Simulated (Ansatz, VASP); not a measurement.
**One calculation of K2B2P, two programs**

```xyz
5
Lattice="5.3664 0.0000 0.0000 -2.6832 4.6474 0.0000 0.0000 0.0000 5.0691" Properties=species:S:1:pos:R:3 pbc="T T T"
K     0.0000    3.0983    1.4315
K     2.6832    1.5491    3.6376
B     0.0000    0.0000    1.7721
B     0.0000    0.0000    3.2970
P     0.0000    0.0000    0.0000
```

Change from the starting cell: species swapped into the Rb2PtC2 type (P-3m1, No. 164).

Alike in both runs: functional PBE; k mesh 6 × 6 × 4; occupations gaussian, width 0.1 eV; no spin polarisation.

Ansatz relaxed the structure, and its values are those at the end. VASP's run is a single point on that final structure, the one shown.

|  | VASP | Ansatz |
| --- | --- | --- |
| version | VASP 6.6.1 | Ansatz 0.2.0 |
| potentials or method | VASP PAW PBE potentials, release 64 (K_sv, B, P), cutoff 520 eV | scalar-relativistic, plane waves, PAW |
| valence electrons in the cell | 29 | 29 |

```tsv
	VASP	Ansatz	Ansatz less VASP
pressure (GPa)	0.0	0.1	+0.03
rms of the force components (eV/Å)	0.007	0.000	-0.0072
```

The functional is the same, so the differences come from potentials, cutoffs and numerics.
